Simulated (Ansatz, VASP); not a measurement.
**Two plane-wave programs on CdF2**

File INCAR:

```
ALGO     = Normal         # electronic algorithm
EDIFF    = 1E-6           # SCF threshold, eV
ENCUT    = 700            # plane-wave cutoff, eV
GGA      = PE             # functional
GGA_COMPAT= False        
ISIF     = 2              # what is computed and relaxed
ISMEAR   = 0              # smearing method
LASPH    = True           # aspherical terms in the spheres
LCHARG   = False          # write CHGCAR
LREAL    = False          # projectors in reciprocal space
LWAVE    = False          # write WAVECAR
NBANDS   = 24             # bands
NELM     = 120            # most SCF steps
PREC     = Accurate       # precision mode
SIGMA    = 0.05           # smearing width, eV
```

KPOINTS

```
k-points
0
Gamma
  8 8 8
```

POSCAR

```
CdF2
1.0
    0.0000000000      2.6940000000      2.6940000000
    2.6940000000      0.0000000000      2.6940000000
    2.6940000000      2.6940000000      0.0000000000
Cd F
1 2
Direct
    0.0241098386      0.0241098386      0.0241098386
    0.2500000000      0.2500000000      0.2500000000
    0.7500000000      0.7500000000      0.7500000000
```

Input for Ansatz:

```yaml
crystal:
  lattice:
    - [0.0, 2.694, 2.694]
    - [2.694, 0.0, 2.694]
    - [2.694, 2.694, 0.0]
  atoms:
    - { symbol: Cd, position: [0.0241098386, 0.0241098386, 0.0241098386] }
    - { symbol: F, position: [0.25, 0.25, 0.25] }
    - { symbol: F, position: [0.75, 0.75, 0.75] }
basis:
  ecutwfc: 420
kpoints:
  mp_grid: { grid: [8, 8, 8] }
hamiltonian:
  xc: pbe
scf:
  occupations: { method: gaussian, width: 0.05 }
output:
  forces: true
  stress: true
  eigenvalues: true
```

Change from the starting cell: all Cd atoms moved +0.225 Å, as atom 1 along Cartesian [1 1 1].

Alike in both runs: task single point; functional PBE; k mesh 8 × 8 × 8; occupations gaussian, width 0.05 eV; no spin polarisation.

```csv
,VASP,Ansatz
version,VASP 6.6.1,Ansatz 0.2.0
potentials or method,"VASP PAW PBE potentials, release 64 (Cd_sv_GW, F), cutoff 700 eV","scalar-relativistic, plane waves, PAW"
valence electrons in the cell,34,34
```

```csv
,VASP,Ansatz,Ansatz less VASP
gap on the k mesh at the Fermi level (eV),3.15,3.16,+0.011
least direct gap on the mesh (eV),3.63,3.63,+0.007
pressure (GPa),8.0,8.4,+0.42
"traceless stress, the component that is largest in VASP (GPa)",1.98,1.94,-0.038
rms of the force components (eV/Å),0.658,0.648,-0.0096
```

Atom by atom the forces differ by 0.010 eV/Å (rms over components). With one functional, cell and mesh, what is left measures potentials, basis and numerics.
